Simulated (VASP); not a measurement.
# Eu (Im-3m) in VASP: further runs

Runs on Eu. Level: PBEsol. Tasks: single point.

Everything below comes from runs of VASP 6.6.1. Logs are shortened: lines on timing, memory, paths and dates and some standing lists are left out, and cuts for length are marked.

## 1. The cell of the first run

It takes space group Im-3m (No. 229, cubic). The conventional cell has a = 4.606 Å, b = 4.606 Å, c = 4.606 Å, α = 90.00°, β = 90.00°, γ = 90.00°. Within 5.2 Å of Eu (site symmetry m-3m) lie 14 Eu at 3.99 to 4.61 Å.

## 2. Single point, PBEsol, collinear spin, ferromagnetic start

File INCAR:

```
PREC = Accurate
ENCUT = 520
EDIFF = 1E-6
ISMEAR = -1
SIGMA = 0.05
LREAL = F
LASPH = T
NELM = 150
ALGO = Normal
ISIF = 2
LWAVE = F
LCHARG = F
ISPIN = 2
MAGMOM = 1.8
LORBIT = 11
NUPDOWN = 1.8
LMAXMIX = 6
GGA = PS
NBANDS = 18
```

File KPOINTS:

```
regular mesh
0
Gamma
  7 7 7
```

File POSCAR:

```
Eu
1.0
   -2.3030000000      2.3030000000      2.3030000000
    2.3030000000     -2.3030000000      2.3030000000
    2.3030000000      2.3030000000     -2.3030000000
Eu
1
Direct
    0.0000000000      0.0000000000      0.0000000000
```

Potentials or basis: VASP PAW PBE potentials, release 64 (Eu).

Launch:

```console
$ cat potpaw_PBE.64/Eu/POTCAR > POTCAR
$ mpirun -np 1 vasp_std > vasp.out
```

OUTCAR:

```text
PREC = Accurate
   ENCUT = 520
   EDIFF = 1E-6
   ISMEAR = -1
   LREAL = F
   LASPH = T
   NELM = 150
   ISIF = 2
   ISPIN = 2
   LORBIT = 11
   NUPDOWN = 1.8
   GGA = PS

 ion  position               nearest neighbor table
   1  0.000  0.000  0.000-

  LATTYP: Found a body centered cubic cell.
 ALAT       =     4.6060000000

  Lattice vectors:

 A1 = (  -2.3030000000,   2.3030000000,   2.3030000000)
 A2 = (   2.3030000000,  -2.3030000000,   2.3030000000)
 A3 = (   2.3030000000,   2.3030000000,  -2.3030000000)

Analysis of symmetry for initial positions (statically):
=====================================================================
 Subroutine PRICEL returns:
 Original cell was already a primitive cell.

 Routine SETGRP: Setting up the symmetry group for a
 body centered cubic supercell.

 Subroutine GETGRP returns: Found 48 space group operations
 (whereof 48 operations were pure point group operations)
 out of a pool of 48 trial point group operations.

The static configuration has the point symmetry O_h .

Analysis of symmetry for dynamics (positions and initial velocities):
=====================================================================
 Subroutine PRICEL returns:
 Original cell was already a primitive cell.

 Routine SETGRP: Setting up the symmetry group for a
 body centered cubic supercell.

 Subroutine GETGRP returns: Found 48 space group operations
 (whereof 48 operations were pure point group operations)
 out of a pool of 48 trial point group operations.

The dynamic configuration has the point symmetry O_h .

Analysis of structural, dynamic, and magnetic symmetry:
=====================================================================
 Subroutine PRICEL returns:
 Original cell was already a primitive cell.

 Routine SETGRP: Setting up the symmetry group for a
 body centered cubic supercell.

 Subroutine GETGRP returns: Found 48 space group operations
 (whereof 48 operations were pure point group operations)
 out of a pool of 48 trial point group operations.

The overall configuration has the point symmetry O_h .

 Subroutine INISYM returns: Found 48 space group operations
 (whereof 48 operations are pure point group operations),
 and found     1 'primitive' translations

----------------------------------------------------------------------------------------

                                     Primitive cell

  volume of cell :      48.8587

  direct lattice vectors                    reciprocal lattice vectors
    -2.303000000  2.303000000  2.303000000     0.000000000  0.217108120  0.217108120
     2.303000000 -2.303000000  2.303000000     0.217108120  0.000000000  0.217108120
     2.303000000  2.303000000 -2.303000000     0.217108120  0.217108120  0.000000000

  length of vectors
     3.988913010  3.988913010  3.988913010     0.307037248  0.307037248  0.307037248

  position of ions in fractional coordinates (direct lattice)
     0.000000000  0.000000000  0.000000000

  ion indices of the primitive-cell ions
   primitive index   ion index
                 1           1

----------------------------------------------------------------------------------------

 KPOINTS: regular mesh

Automatic generation of k-mesh.
 Grid dimensions read from file:
 generate k-points for:    7    7    7

 Generating k-lattice:

  Cartesian coordinates                     Fractional coordinates (reciprocal lattice)
     0.000000000  0.031015446  0.031015446     0.142857143  0.000000000  0.000000000
     0.031015446  0.000000000  0.031015446     0.000000000  0.142857143  0.000000000
     0.031015446  0.031015446  0.000000000     0.000000000  0.000000000  0.142857143

  Length of vectors
     0.043862464  0.043862464  0.043862464

  Shift w.r.t. Gamma in fractional coordinates (k-lattice)
     0.000000000  0.000000000  0.000000000

 Subroutine IBZKPT returns following result:
 ===========================================

 Found     20 irreducible k-points:

 Following reciprocal coordinates:
            Coordinates               Weight
  0.000000  0.000000  0.000000      1.000000
  0.142857  0.000000  0.000000     12.000000
  0.285714  0.000000  0.000000     12.000000
  0.428571  0.000000  0.000000     12.000000
  0.142857  0.142857  0.000000     24.000000
  0.285714  0.142857  0.000000     48.000000
[... 12 lines left out ...]
 -0.428571 -0.428571  0.285714      8.000000
 -0.428571  0.428571  0.428571      6.000000
   k-points           NKPTS =     20   k-points in BZ     NKDIM =     20   number of bands    NBANDS=     18
   number of dos      NEDOS =    301   number of ions     NIONS =      1
   total plane-waves  NPLWV =  27000
   dimension x,y,z NGX =    30 NGY =   30 NGZ =   30
   dimension x,y,z NGXF=    60 NGYF=   60 NGZF=   60
   ions per type =               1
   NGX,Y,Z   is equivalent  to a cutoff of  12.50, 12.50, 12.50 a.u.
   NGXF,Y,Z  is equivalent  to a cutoff of  25.01, 25.01, 25.01 a.u.
 SYSTEM =  unknown system
   PREC   = accura    normal or accurate (medium, high low for compatibility)
   ISTART =      0    job   : 0-new  1-cont  2-samecut
   ICHARG =      2    charge: 1-file 2-atom 10-const
   ISPIN  =      2    spin polarized calculation?
   LNONCOLLINEAR =      F non collinear calculations
   LSORBIT =      F    spin-orbit coupling
   LASPH  =      T    aspherical Exc in radial PAW
   ENCUT  =  520.0 eV  38.22 Ry    6.18 a.u.   7.42  7.42  7.42*2*pi/ulx,y,z
   NELM   =    150;   NELMIN=  2; NELMDL= -5     # of ELM steps
   EDIFF  = 0.1E-05   stopping-criterion for ELM
   LREAL  =      F    real-space projection
   EDIFFG = 0.1E-04   stopping-criterion for IOM
   NSW    =      0    number of steps for IOM
   IBRION =     -1    ionic relax: 0-MD 1-quasi-New 2-CG
   NFREE  =      0    steps in history (QN), initial steepest desc. (CG)
   ISIF   =      2    stress and relaxation
   ISYM   =      2    0-nonsym 1-usesym 2-fastsym
   POTIM  = 0.5000    time-step for ionic-motion
   TEBEG  =    0.0;   TEEND  =   0.0 temperature during run
   PSTRESS=    0.0 pullay stress
   NELECT =      17.0000    total number of electrons
   NUPDOWN=       1.8000    fix difference up-down
   EMIN   =  10.00;   EMAX   =-10.00  energy-range for DOS
   EFERMI =   0.00;   METHOD = LEGACY
   ISMEAR =    -1;   SIGMA  =   0.05  broadening in eV -4-tet -1-fermi 0-gaus
   EFERMI_NEDOS =   21; number of points for ismear=-14 and -15
   IALGO  =     38    algorithm
   IMIX   =      4    mixing-type and parameters
     AMIX     =   0.40;   BMIX     =  1.00
     AMIX_MAG =   1.60;   BMIX_MAG =  1.00
  volume/ion in A,a.u.               =      48.86       329.71
  Fermi-wavevector in a.u.,A,eV,Ry     =   1.151447  2.175919 18.039008  1.325830
  Thomas-Fermi vector in A             =   2.288104
   LORBIT       =     11    0 simple, 1 ext, 2 COOP (PROOUT), +10 PAW based schemes
   GGA     = PS    functional components
   LHFCALC =     F    Hartree Fock is set to
   AEXX    =    0.0000 exact exchange contribution
   IVDW    =     0    specifies the selected vdW correction
   LEPSILON=     F    determine dielectric tensor
   LRPA    =     F    only Hartree local field effects (RPA)
 spin polarized calculation
  energy-cutoff  :      520.00
  volume of cell :       48.86
 maximum number of plane-waves:      1329
 NGX is ok and might be reduce to    30
   NGX = 15   NGY = 15   NGZ = 15

 number of electron      17.0000005 magnetization       1.7999999

 Free energy of the ion-electron system (eV)
  ---------------------------------------------------
  ext. energy  EPLUGINS =         0.00000000
  ---------------------------------------------------
  free energy    TOTEN  =        -6.38266981 eV

  energy without entropy =       -6.22323437  energy(sigma->0) =       -6.30295209

 E-fermi :   1.9766     XC(G=0):  -8.2860

 val. band max:        1.9690975922   @ k =   0.2857   0.1429   0.1429
 cond. band min:       0.2185087860   @ k =   0.2857   0.0000   0.0000
 fundamental gap:     -1.7505888062
 Fermi energy:         0.2175813168

 spin component 1

 k-point     1 :       0.0000    0.0000    0.0000
  band No.  band energies     occupation
      1     -40.7629      1.00000
      2     -19.2203      1.00000
      3     -19.2203      1.00000
      4     -19.2203      1.00000
      5      -1.3616      1.00000
      6      -0.5457      1.00000
[... 10 lines left out ...]
     17       5.0538      0.00000
     18      11.8442      0.00000

 k-point     2 :       0.1429    0.0000    0.0000
  band No.  band energies     occupation
      1     -40.7600      1.00000
      2     -19.2644      1.00000
      3     -19.2354      1.00000
      4     -19.2202      1.00000
      5      -0.9725      1.00000
      6      -0.5603      1.00000
[... 10 lines left out ...]
     17       5.0797      0.00000
     18      11.9887      0.00000
[... 358 lines left out ...]
 k-point    20 :      -0.4286    0.4286    0.4286
  band No.  band energies     occupation
      1     -40.7368      1.00000
      2     -19.3858      1.00000
      3     -19.3791      1.00000
      4     -19.3791      1.00000
      5      -0.6530      1.00000
      6      -0.4819      1.00000
[... 10 lines left out ...]
     17       6.1267      0.00000
     18       7.9766      0.00000
 Fermi energy:         1.9765891751

 spin component 2

 k-point     1 :       0.0000    0.0000    0.0000
  band No.  band energies     occupation
      1     -39.2839      1.00000
      2     -18.3232      1.00000
      3     -18.3232      1.00000
      4     -18.3232      1.00000
      5      -3.0447      1.00000
      6       1.8574      0.91560
[... 10 lines left out ...]
     17       4.6441      0.00000
     18       9.8821      0.00000

 k-point     2 :       0.1429    0.0000    0.0000
  band No.  band energies     occupation
      1     -39.2800      1.00000
      2     -18.3843      1.00000
      3     -18.3431      1.00000
      4     -18.3233      1.00000
      5      -2.6413      1.00000
      6       1.8109      0.96490
[... 10 lines left out ...]
     17       4.6740      0.00000
     18      10.1749      0.00000
[... 358 lines left out ...]
 k-point    20 :      -0.4286    0.4286    0.4286
  band No.  band energies     occupation
      1     -39.2490      1.00000
      2     -18.5449      1.00000
      3     -18.5346      1.00000
      4     -18.5346      1.00000
      5       0.4353      1.00000
      6       0.4919      1.00000
[... 10 lines left out ...]
     17       5.8653      0.00000
     18       7.1485      0.00000

------------------------ aborting loop because EDIFF is reached ----------------------------------------

  FORCE on cell =-STRESS in cart. coord.  units (eV):
  Direction    XX          YY          ZZ          XY          YZ          ZX
  --------------------------------------------------------------------------------------
  -------------------------------------------------------------------------------------
  Total       -1.4683859     -1.4683859     -1.4683859      0.0000000      0.0000000      0.0000000
  in kB      -48.1514058    -48.1514058    -48.1514058      0.0000000      0.0000000      0.0000000
  external PRESSURE =     -48.1514058 kB  Pullay stress =       0.0000000 kB

 VOLUME and BASIS-vectors are now :
 -----------------------------------------------------------------------------
  energy-cutoff  :      520.00
  volume of cell :       48.86
      direct lattice vectors                 reciprocal lattice vectors
    -2.303000000  2.303000000  2.303000000     0.000000000  0.217108120  0.217108120
     2.303000000 -2.303000000  2.303000000     0.217108120  0.000000000  0.217108120
     2.303000000  2.303000000 -2.303000000     0.217108120  0.217108120  0.000000000

 POSITION                                       TOTAL-FORCE (eV/Angst)
 -----------------------------------------------------------------------------------
      0.00000      0.00000      0.00000        -0.000000      0.000000      0.000000
 -----------------------------------------------------------------------------------
    total drift:                               -0.000000     -0.000000      0.000000

  FREE ENERGIE OF THE ION-ELECTRON SYSTEM (eV)
  ---------------------------------------------------
  free  energy   TOTEN  =        -6.3826698077 eV

  energy  without entropy=       -6.2232343747  energy(sigma->0) =       -6.30295209

 total charge

# of ion       s       p       d       f       tot
--------------------------------------------------
    1        2.031   5.630   0.389   6.398  14.448

 magnetization (x)

# of ion       s       p       d       f       tot
--------------------------------------------------
    1       -0.044  -0.113  -0.381   3.884   3.346
```

It took 80 s on 1 thread of Intel Xeon Platinum 8375C at 2.90GHz (Ice Lake), shared host; peak memory 0.21 GiB.

What came out:

```
Free energy                                           : -6.3827 eV
Pressure                                              : -4.8 GPa
Net moment                                            : 1.80 μB per cell
Site moments                                          : Eu +3.35 μB
Valence electrons inside the program's atomic spheres : Eu 14.45
```

Caveat: the cell stands under tension; the PAW data sets were made with another functional, which shifts forces and pressure a little; spin-orbit coupling is left out, which moves the levels of the heavy elements; the total moment is fixed, so each spin has its own Fermi level; semilocal functionals describe open f shells poorly, which spoils levels, moments and volumes. The state reached can hang on the start; a lower one may exist.

## 3. Single point, PBEsol, collinear spin, ferromagnetic start

File INCAR:

```
PREC = Accurate ; ENCUT = 520
EDIFF = 1E-7 ; ISMEAR = -1
SIGMA = 0.05 ; LREAL = False
LASPH = True ; NELM = 150
ALGO = Normal ; ISIF = 2
LWAVE = False ; LCHARG = False
ISPIN = 2 ; MAGMOM = 3.5
LORBIT = 11 ; NUPDOWN = 3.5
LMAXMIX = 6 ; GGA = PS
NBANDS = 18
```

File KPOINTS:

```
Automatic mesh
0
Gamma
  7 7 7
```

POSCAR is that of step 2.

Potentials or basis: VASP PAW PBE potentials, release 64 (Eu).

Launch:

```console
$ cat potpaw_PBE.64/Eu/POTCAR > POTCAR
$ mpirun -np 1 vasp_std > vasp.out
```

Run time: 97 s. Hardware: 1 thread of Intel Xeon Platinum 8375C at 2.90GHz (Ice Lake), shared host; peak memory 0.21 GiB.

It converged, with:

```yaml
Free_energy: -8.7718 eV
Pressure: -4.6 GPa
Net_moment: 3.50 μB per cell
Site_moments: Eu +5.33 μB
Valence_electrons_inside_the_program's_atomic_spheres: Eu 14.41
```

Caveat: the cell stands under tension; the PAW data sets were made with another functional, which shifts forces and pressure a little; spin-orbit coupling is left out, which moves the levels of the heavy elements; the total moment is fixed, so each spin has its own Fermi level; semilocal functionals describe open f shells poorly, which spoils levels, moments and volumes. The state reached can hang on the start; a lower one may exist.

[end of part 1 of 2]
